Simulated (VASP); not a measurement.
The system is C.

```
C
1.0
     2.52210    0.00000    0.00000
    -1.26105    2.18420    0.00000
     0.00000    0.00000    8.23710
C
8
Direct
  0.66667 0.33333 0.84375
  0.33333 0.66667 0.34375
  0.66667 0.33333 0.65625
  0.33333 0.66667 0.15625
  0.00000 0.00000 0.90625
  0.00000 0.00000 0.40625
  0.00000 0.00000 0.59375
  0.00000 0.00000 0.09375
```

Base run:

- Program: VASP 6.6.1
- Functional: revPBE
- Potentials or basis: VASP PAW PBE potentials, release 64 (C)
- Cutoff: 520 eV
- k mesh: 12 × 12 × 4
- Occupations: fermi-dirac, width 0.05 eV
- Spin: no spin polarisation

Its results: band gap on the k mesh 4.41 eV (least direct gap 5.18 eV); pressure 7.5 GPa; largest force 0.327 eV/Å.

Problem. After a change of settings the same cell gave: band gap on the k mesh 4.62 eV (least direct gap 5.41 eV); pressure -3.0 GPa; largest force 0.361 eV/Å. Which change was it?
A. functional from revPBE to RPBE; further incar settings from ALGO = Normal; EDIFF = 1e-06; NBANDS = 26 to ALGO = Normal; EDIFF = 1e-07; NBANDS = 26
B. functional from revPBE to r2SCAN; dispersion from none to D4
C. functional from revPBE to PBE exchange alone; further incar settings from ALGO = Normal; EDIFF = 1e-06; NBANDS = 26 to ALGO = Normal; EDIFF = 1e-07; NBANDS = 26

Solution. B.

Caveats: the PAW data sets were made with another functional, which shifts forces and pressure a little; the stress differs along the axes, from 3 to 16 GPa (at least some runs); the stress differs along the axes, from -7 to 6 GPa (at least some runs).
